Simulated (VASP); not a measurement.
ZnSiP2: single point with PBEsol

ZnSiP2:

```
Zn P Si
1.0
    -2.66867    2.66867    5.19493
     2.66867   -2.66867    5.19493
     2.66867    2.66867   -5.19493
Zn P Si
2 4 2
Cartesian
  0.0000 2.6687 2.5975
  0.0000 0.0000 0.0000
  1.3343 -1.2420 3.8962
  1.3343 3.9107 -1.2987
  1.2420 1.3343 6.4937
  1.4267 1.3343 1.2987
  2.6687 0.0000 2.5975
  0.0000 0.0000 5.1949
```

```json
{
  "Program": "VASP 6.6.1",
  "Task": "single point",
  "Functional": "PBEsol",
  "Potentials or basis": "VASP PAW PBE potentials, release 64 (Zn, P, Si)",
  "Cutoff": "500 eV",
  "k mesh": "7 × 7 × 7",
  "Occupations": "fermi-dirac, width 0.05 eV",
  "Spin": "no spin polarisation",
  "Dipole correction": "no",
  "Further INCAR settings": "ALGO = Normal; EDIFF = 1e-06; NBANDS = 36"
}
```

The pressure is 1.4 GPa. The largest force is 0.195 eV/Å and the band gap on the k mesh is 1.15 eV.

Forces on the atoms (eV/Å):
```
Zn   0.000  0.000  0.000
Zn   0.000  0.000  0.000
P    0.000 -0.195  0.000
P    0.000  0.195  0.000
P    0.195  0.000  0.000
P   -0.195  0.000  0.000
Si   0.000  0.000  0.000
Si   0.000  0.000  0.000
```

Levels at points of the mesh, in eV from the valence-band top:
```csv
k point,band 24,band 25,band 26,band 27,band 28,band 29
"(0.00, 0.00, 0.00)",-0.13,-0.13,0.00,1.15,1.78,2.77
```

Run time: 3.8 min on 1 thread of Intel(R) Xeon(R) Platinum 8259CL CPU @ 2.50GHz (Skylake/Cascade Lake), with other jobs on the host, peak memory 0.42 GiB.

Caveat: the PAW data sets were made with another functional, which shifts forces and pressure a little. A k mesh can miss the band edges.
